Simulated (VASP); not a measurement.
# Re (P6_3/mmc) in VASP: further runs

Re is run at these levels: PBEsol; tasks: relaxation of cell and atoms.

Program: VASP 6.6.1. These are calculated values, not measurements. Logs are shortened: lines on timing, memory, paths and dates and some standing lists are left out, and cuts for length are marked.

## (1) The cell of the first run

It takes space group P6_3/mmc (No. 194, hexagonal). The conventional cell has a = 2.761 Å, b = 2.761 Å, c = 4.458 Å, α = 90.00°, β = 90.00°, γ = 120.00°. Within 3.6 Å of Re (site symmetry -6m2) lie 12 Re at 2.74 to 2.76 Å.

## (2) Relaxation of cell and atoms, PBEsol, target pressure 5 GPa, at which the enthalpy is minimised

INCAR reads:

```
PREC     = Accurate       # precision mode
ENCUT    = 600            # plane-wave cutoff, eV
EDIFF    = 1E-7           # SCF threshold, eV
ISMEAR   = -1             # smearing method
SIGMA    = 0.05           # smearing width, eV
LREAL    = False          # projectors in reciprocal space
LASPH    = True           # aspherical terms in the spheres
NELM     = 60             # most SCF steps
ALGO     = Normal         # electronic algorithm
ISIF     = 3              # what is computed and relaxed
LWAVE    = False          # write WAVECAR
LCHARG   = False          # write CHGCAR
GGA      = PS             # functional
IBRION   = 2              # ionic algorithm
NSW      = 80             # ionic steps
EDIFFG   = -0.02          # ionic threshold
PSTRESS  = 50.0
```

KPOINTS reads:

```
Automatic mesh
0
Gamma
  11 11 6
```

POSCAR reads:

```
Re
1.0
    2.7608000000      0.0000000000      0.0000000000
   -1.3804000000      2.3909229348      0.0000000000
    0.0000000000      0.0000000000      4.4582000000
Re
2
Direct
    0.6666666667      0.3333333333      0.7500000000
    0.3333333333      0.6666666667      0.2500000000
```

Potentials or basis: VASP PAW PBE potentials, release 64 (Re).

Launch:

```console
$ cat potpaw_PBE.64/Re/POTCAR > POTCAR
$ mpirun -np 1 vasp_std > vasp.out
```

OUTCAR:

```text
PREC = Accurate
   ENCUT = 600
   EDIFF = 1E-7
   ISMEAR = -1
   LREAL = False
   LASPH = True
   NELM = 60
   ISIF = 3
   GGA = PS
   IBRION = 2
   NSW = 80
   EDIFFG = -0.02
   PSTRESS = 50.0

 ion  position               nearest neighbor table
   1  0.667  0.333  0.750-   2 2.74   2 2.74   2 2.74   2 2.74   2 2.74   2 2.74
   2  0.333  0.667  0.250-   1 2.74   1 2.74   1 2.74   1 2.74   1 2.74   1 2.74

  LATTYP: Found a hexagonal cell.
 ALAT       =     2.7608000000
 C/A-ratio  =     1.6148217908

  Lattice vectors:

 A1 = (   2.7608000000,   0.0000000000,   0.0000000000)
 A2 = (  -1.3804000000,   2.3909229348,   0.0000000000)
 A3 = (   0.0000000000,   0.0000000000,   4.4582000000)

Analysis of symmetry for initial positions (statically):
=====================================================================
 Subroutine PRICEL returns:
 Original cell was already a primitive cell.

 Routine SETGRP: Setting up the symmetry group for a
 hexagonal supercell.

 Subroutine GETGRP returns: Found 24 space group operations
 (whereof 12 operations were pure point group operations)
 out of a pool of 24 trial point group operations.

The static configuration has the point symmetry D_3d.
 The point group associated with its full space group is D_6h.

Analysis of symmetry for dynamics (positions and initial velocities):
=====================================================================
 Subroutine PRICEL returns:
 Original cell was already a primitive cell.

 Routine SETGRP: Setting up the symmetry group for a
 hexagonal supercell.

 Subroutine GETGRP returns: Found 24 space group operations
 (whereof 12 operations were pure point group operations)
 out of a pool of 24 trial point group operations.

The dynamic configuration has the point symmetry D_3d.
 The point group associated with its full space group is D_6h.

 Subroutine INISYM returns: Found 24 space group operations
 (whereof 12 operations are pure point group operations),
 and found     1 'primitive' translations

----------------------------------------------------------------------------------------

                                     Primitive cell

  volume of cell :      29.4280

  direct lattice vectors                    reciprocal lattice vectors
     2.760800000  0.000000000  0.000000000     0.362213851  0.209124264  0.000000000
    -1.380400000  2.390922935  0.000000000     0.000000000  0.418248529  0.000000000
     0.000000000  0.000000000  4.458200000     0.000000000  0.000000000  0.224305774

  length of vectors
     2.760800000  2.760800000  4.458200000     0.418248529  0.418248529  0.224305774

  position of ions in fractional coordinates (direct lattice)
     0.666666667  0.333333333  0.750000000
     0.333333333  0.666666667  0.250000000

  ion indices of the primitive-cell ions
   primitive index   ion index
                 1           1
                 2           2

----------------------------------------------------------------------------------------

 KPOINTS: Automatic mesh

Automatic generation of k-mesh.
 Grid dimensions read from file:
 generate k-points for:   11   11    6

 Generating k-lattice:

  Cartesian coordinates                     Fractional coordinates (reciprocal lattice)
     0.032928532  0.019011297  0.000000000     0.090909091 -0.000000000  0.000000000
     0.000000000  0.038022594  0.000000000     0.000000000  0.090909091  0.000000000
     0.000000000  0.000000000  0.037384296     0.000000000  0.000000000  0.166666667

  Length of vectors
     0.038022594  0.038022594  0.037384296

  Shift w.r.t. Gamma in fractional coordinates (k-lattice)
     0.000000000  0.000000000  0.000000000

 Subroutine IBZKPT returns following result:
 ===========================================

 Found     64 irreducible k-points:

 Following reciprocal coordinates:
            Coordinates               Weight
  0.000000  0.000000  0.000000      1.000000
  0.090909 -0.000000  0.000000      6.000000
  0.181818 -0.000000  0.000000      6.000000
  0.272727 -0.000000  0.000000      6.000000
  0.363636 -0.000000  0.000000      6.000000
  0.454545 -0.000000  0.000000      6.000000
[... 16 lines left out ...]
  0.090909  0.090909  0.166667     12.000000
  0.181818  0.090909  0.166667     24.000000
 [... further k-points ...]
   k-points           NKPTS =     64   k-points in BZ     NKDIM =     64   number of bands    NBANDS=     11
   number of dos      NEDOS =    301   number of ions     NIONS =      2
   total plane-waves  NPLWV =  20736
   dimension x,y,z NGX =    24 NGY =   24 NGZ =   36
   dimension x,y,z NGXF=    48 NGYF=   48 NGZF=   72
   ions per type =               2
   NGX,Y,Z   is equivalent  to a cutoff of  14.45, 14.45, 13.42 a.u.
   NGXF,Y,Z  is equivalent  to a cutoff of  28.90, 28.90, 26.85 a.u.
 SYSTEM =  unknown system
   PREC   = accura    normal or accurate (medium, high low for compatibility)
   ISTART =      0    job   : 0-new  1-cont  2-samecut
   ICHARG =      2    charge: 1-file 2-atom 10-const
   ISPIN  =      1    spin polarized calculation?
   LNONCOLLINEAR =      F non collinear calculations
   LSORBIT =      F    spin-orbit coupling
   LASPH  =      T    aspherical Exc in radial PAW
   ENCUT  =  600.0 eV  44.10 Ry    6.64 a.u.   5.51  5.51  8.90*2*pi/ulx,y,z
   NELM   =     60;   NELMIN=  2; NELMDL= -5     # of ELM steps
   EDIFF  = 0.1E-06   stopping-criterion for ELM
   LREAL  =      F    real-space projection
   EDIFFG = -.2E-01   stopping-criterion for IOM
   NSW    =     80    number of steps for IOM
   IBRION =      2    ionic relax: 0-MD 1-quasi-New 2-CG
   NFREE  =      1    steps in history (QN), initial steepest desc. (CG)
   ISIF   =      3    stress and relaxation
   ISYM   =      2    0-nonsym 1-usesym 2-fastsym
   POTIM  = 0.5000    time-step for ionic-motion
   TEBEG  =    0.0;   TEEND  =   0.0 temperature during run
   PSTRESS=   50.0 pullay stress
   NELECT =      14.0000    total number of electrons
   NUPDOWN=      -1.0000    fix difference up-down
   EMIN   =  10.00;   EMAX   =-10.00  energy-range for DOS
   EFERMI =   0.00;   METHOD = LEGACY
   ISMEAR =    -1;   SIGMA  =   0.05  broadening in eV -4-tet -1-fermi 0-gaus
   EFERMI_NEDOS =   21; number of points for ismear=-14 and -15
   IALGO  =     38    algorithm
   IMIX   =      4    mixing-type and parameters
     AMIX     =   0.40;   BMIX     =  1.00
     AMIX_MAG =   1.60;   BMIX_MAG =  1.00
  volume/ion in A,a.u.               =      14.71        99.29
  Fermi-wavevector in a.u.,A,eV,Ry     =   1.278000  2.415070 22.222174  1.633284
  Thomas-Fermi vector in A             =   2.410568
   LORBIT       =      0    0 simple, 1 ext, 2 COOP (PROOUT), +10 PAW based schemes
   GGA     = PS    functional components
   LHFCALC =     F    Hartree Fock is set to
   AEXX    =    0.0000 exact exchange contribution
   IVDW    =     0    specifies the selected vdW correction
   LEPSILON=     F    determine dielectric tensor
   LRPA    =     F    only Hartree local field effects (RPA)
 conjugate gradient relaxation of ions
 non-spin polarized calculation
  energy-cutoff  :      600.00
  volume of cell :       29.43
 maximum number of plane-waves:      1014
 NGX is ok and might be reduce to    24
   NGX = 11   NGY = 11   NGZ = 17

--------------------------------------- Ionic step        1  -------------------------------------------

 number of electron      14.0000000 magnetization

 Free energy of the ion-electron system (eV)
  ---------------------------------------------------
  ext. energy  EPLUGINS =         0.00000000
  ---------------------------------------------------
  free energy    TOTEN  =       -26.73745661 eV

  energy without entropy =      -26.72354881  energy(sigma->0) =      -26.73050271

------------------------ aborting loop because EDIFF is reached ----------------------------------------

  FORCE on cell =-STRESS in cart. coord.  units (eV):
  Direction    XX          YY          ZZ          XY          YZ          ZX
  --------------------------------------------------------------------------------------
  -------------------------------------------------------------------------------------
  Total       -0.7625171     -0.7625171     -0.7593182      0.0000000      0.0000000     -0.0000000
  in kB      -41.5145278    -41.5145278    -41.3403638      0.0000000      0.0000000     -0.0000000
  external PRESSURE =     -91.4564731 kB  Pullay stress =      50.0000000 kB

 VOLUME and BASIS-vectors are now :
 -----------------------------------------------------------------------------
  energy-cutoff  :      600.00
  volume of cell :       29.43
      direct lattice vectors                 reciprocal lattice vectors
     2.760800000  0.000000000  0.000000000     0.362213851  0.209124264  0.000000000
    -1.380400000  2.390922935  0.000000000     0.000000000  0.418248529  0.000000000
     0.000000000  0.000000000  4.458200000     0.000000000  0.000000000  0.224305774
[... 84 lines left out ...]
  FREE ENERGIE OF THE ION-ELECTRON SYSTEM (eV)
  ---------------------------------------------------
  free  energy   TOTEN  =       -26.7370911398 eV

  energy  without entropy=      -26.7240134601  energy(sigma->0) =      -26.73055230

  enthalpy is  TOTEN    =       -25.8384602089 eV   P V=        0.8986309308

--------------------------------------- Ionic step        4  -------------------------------------------

 number of electron      14.0000000 magnetization

 Free energy of the ion-electron system (eV)
  ---------------------------------------------------
  ext. energy  EPLUGINS =         0.00000000
  ---------------------------------------------------
  free energy    TOTEN  =       -26.73631926 eV

  energy without entropy =      -26.72327498  energy(sigma->0) =      -26.72979712

 E-fermi :   8.0091     XC(G=0): -13.9433

 val. band max:        7.9812325591   @ k =   0.1818  -0.0000   0.1667
 cond. band min:       8.0612894859   @ k =   0.3636   0.1818   0.3333
 fundamental gap:      0.0800569267
 Fermi energy:         8.0090588808

 k-point     1 :       0.0000    0.0000    0.0000
  band No.  band energies     occupation
      1      -2.0557      2.00000
      2       1.1890      2.00000
      3       6.3527      2.00000
      4       6.3527      2.00000
      5       6.3579      2.00000
      6       7.2238      2.00000
      7       7.2238      2.00000
      8       8.1871      0.05531
      9       8.1871      0.05531
     10       8.6626      0.00000
     11      11.4766      0.00000

 k-point     2 :       0.0909   -0.0000    0.0000
  band No.  band energies     occupation
      1      -1.7105      2.00000
      2       1.5109      2.00000
      3       5.6979      2.00000
      4       6.6725      2.00000
      5       6.8640      2.00000
      6       7.0305      2.00000
      7       7.3633      2.00000
      8       7.5262      1.99987
      9       7.9249      1.68642
     10       8.1462      0.12104
     11      11.6541      0.00000
[... 295 lines left out ...]
 k-point    24 :       0.1818    0.0909    0.1667
  band No.  band energies     occupation
      1       0.3176      2.00000
      2       2.9419      2.00000
      3       4.3303      2.00000
      4       4.6726      2.00000
      5       5.9783      2.00000
      6       6.6948      2.00000
      7       7.3277      2.00000
      8       8.2995      0.00598
      9       9.0378      0.00000
     10       9.4462      0.00000
     11      11.9019      0.00000

 [... further k-points ...]
[... 5 lines left out ...]
  --------------------------------------------------------------------------------------
  -------------------------------------------------------------------------------------
  Total        0.8806508      0.8806508      0.8903299     -0.0000000     -0.0000000     -0.0000000
  in kB       49.0442202     49.0442203     49.5832590     -0.0000000     -0.0000000     -0.0000000
  external PRESSURE =      -0.7761002 kB  Pullay stress =      50.0000000 kB

 VOLUME and BASIS-vectors are now :
 -----------------------------------------------------------------------------
  energy-cutoff  :      600.00
  volume of cell :       28.77
      direct lattice vectors                 reciprocal lattice vectors
     2.740027919  0.000000000 -0.000000000     0.364959785  0.210709630 -0.000000000
    -1.370013959  2.372933785  0.000000000    -0.000000000  0.421419260 -0.000000000
     0.000000000  0.000000000  4.424720627     0.000000000  0.000000000  0.226002969

 POSITION                                       TOTAL-FORCE (eV/Angst)
 -----------------------------------------------------------------------------------
      1.37001      0.79098      3.31854        -0.000000      0.000000      0.000000
     -0.00000      1.58196      1.10618         0.000000     -0.000000      0.000000
 -----------------------------------------------------------------------------------
    total drift:                               -0.000000      0.000000     -0.000000

  FREE ENERGIE OF THE ION-ELECTRON SYSTEM (eV)
  ---------------------------------------------------
  free  energy   TOTEN  =       -26.7363192645 eV

  energy  without entropy=      -26.7232749797  energy(sigma->0) =      -26.72979712

  enthalpy is  TOTEN    =       -25.8385062749 eV   P V=        0.8978129896

 reached required accuracy - stopping structural energy minimisation
```

Run time: 98 s. Hardware: 1 thread of Intel Xeon 8259CL, shared host; peak memory 0.18 GiB.

What came out:

* Free energy: -26.7363 eV
* Relaxed volume: 14.38 Å³/atom
* Relaxed cell: a = 2.740 Å, b = 2.740 Å, c = 4.425 Å, α = 90.00°, β = 90.00°, γ = 120.00°
* Space group after relaxing (to 0.1 Å): P6_3/mmc (No. 194)
* Energy change on relaxing (the run minimises the enthalpy): +0.6 meV/atom
* Ionic steps: 4
* Pressure after relaxing: 4.9 GPa
* Band gap on the k mesh: zero (bands 7 and 8 overlap by 3.19 eV)

Step by step:
| step | energy change (eV) | largest force (eV/Å) | pressure (GPa) | volume (Å³) |
| --- | --- | --- | --- | --- |
| 1 | 0.0000 | 0.0000 | -4.15 | 29.43 |
| 2 | 0.5076 | 0.0000 | 58.14 | 25.99 |
| 3 | 0.0004 | 0.0000 | 4.56 | 28.80 |
| 4 | 0.0011 | 0.0000 | 4.92 | 28.77 |

Final structure:
```
Re
1.0
     2.74003    0.00000    0.00000
    -1.37001    2.37293    0.00000
     0.00000    0.00000    4.42472
Re
2
Cartesian
  1.3700 0.7910 3.3185
  0.0000 1.5820 1.1062
```

Levels at points of the mesh, in eV from the Fermi level:
| k point | band 5 | band 6 | band 7 | band 8 | band 9 | band 10 |
| --- | --- | --- | --- | --- | --- | --- |
| (0.00, 0.00, 0.00) | -1.65 | -0.79 | -0.79 | 0.18 | 0.18 | 0.65 |
| (0.00, 0.00, 0.50) | -1.79 | -1.79 | -1.79 | -1.79 | 2.63 | 2.63 |

Caveat: the cell is relaxed towards a set pressure, so the run minimises the enthalpy, not the energy; the PAW data sets were made with another functional, which shifts forces and pressure a little; spin-orbit coupling is left out, which moves the levels of the heavy elements.

## (3) Relaxation of cell and atoms, PBEsol, target pressure 10 GPa, at which the enthalpy is minimised

INCAR reads:

```
  ALGO = Normal
  EDIFF = 1E-6
  EDIFFG = -0.02
  ENCUT = 600
  GGA = PS
  IBRION = 2
  ISIF = 3
  ISMEAR = -1
  LASPH = True
  LCHARG = False
  LREAL = False
  LWAVE = False
  NELM = 60
  NSW = 80
  PREC = Accurate
  PSTRESS = 100.0
  SIGMA = 0.05
```

KPOINTS reads:

```
k-points
0
Gamma
  11 11 6
```

POSCAR is that of step 2.

Potentials or basis: VASP PAW PBE potentials, release 64 (Re).

Launch:

```console
$ cat potpaw_PBE.64/Re/POTCAR > POTCAR
$ mpirun -np 1 vasp_std > vasp.out
```

Run time: 1.9 min. Hardware: 1 thread of Intel Xeon 8259CL, shared host; peak memory 0.18 GiB.

It converged, with:

- Free energy: -26.7205 eV
- Relaxed volume: 14.21 Å³/atom
- Relaxed cell: a = 2.729 Å, b = 2.729 Å, c = 4.407 Å, α = 90.00°, β = 90.00°, γ = 120.00°
- Space group after relaxing (to 0.1 Å): P6_3/mmc (No. 194)
- Energy change on relaxing (the run minimises the enthalpy): +8.5 meV/atom
- Ionic steps: 5
- Pressure after relaxing: 10.1 GPa
- Band gap on the k mesh: zero (bands 7 and 8 overlap by 3.27 eV)

The path:
```
step  energy change (eV)  largest force (eV/Å)  pressure (GPa)  volume (Å³)
   1              0.0000                0.0000           -4.15        29.43
   2              1.4124                0.0000          109.47        24.23
   3              0.0123                0.0000            8.87        28.51
   4              0.0158                0.0000            9.74        28.45
   5              0.0170                0.0000           10.07        28.43
```

Final structure:
```cif
data_structure
_symmetry_space_group_name_H-M 'P 1'
_symmetry_Int_Tables_number 1
_cell_length_a 2.7292
_cell_length_b 2.7292
_cell_length_c 4.4072
_cell_angle_alpha 90.000
_cell_angle_beta 90.000
_cell_angle_gamma 120.000
_cell_volume 28.43
loop_
_atom_site_label
_atom_site_type_symbol
_atom_site_fract_x
_atom_site_fract_y
_atom_site_fract_z
_atom_site_occupancy
Re1 Re 0.66667 0.33333 0.75000 1
Re2 Re 0.33333 0.66667 0.25000 1
```

Levels at points of the mesh, in eV from the Fermi level:
```tsv
k point	band 5	band 6	band 7	band 8	band 9	band 10
(0.00, 0.00, 0.00)	-1.69	-0.80	-0.80	0.18	0.18	0.68
(0.00, 0.00, 0.50)	-1.83	-1.83	-1.83	-1.83	2.67	2.67
```

Caveat: the cell is relaxed towards a set pressure, so the run minimises the enthalpy, not the energy; the PAW data sets were made with another functional, which shifts forces and pressure a little; spin-orbit coupling is left out, which moves the levels of the heavy elements.
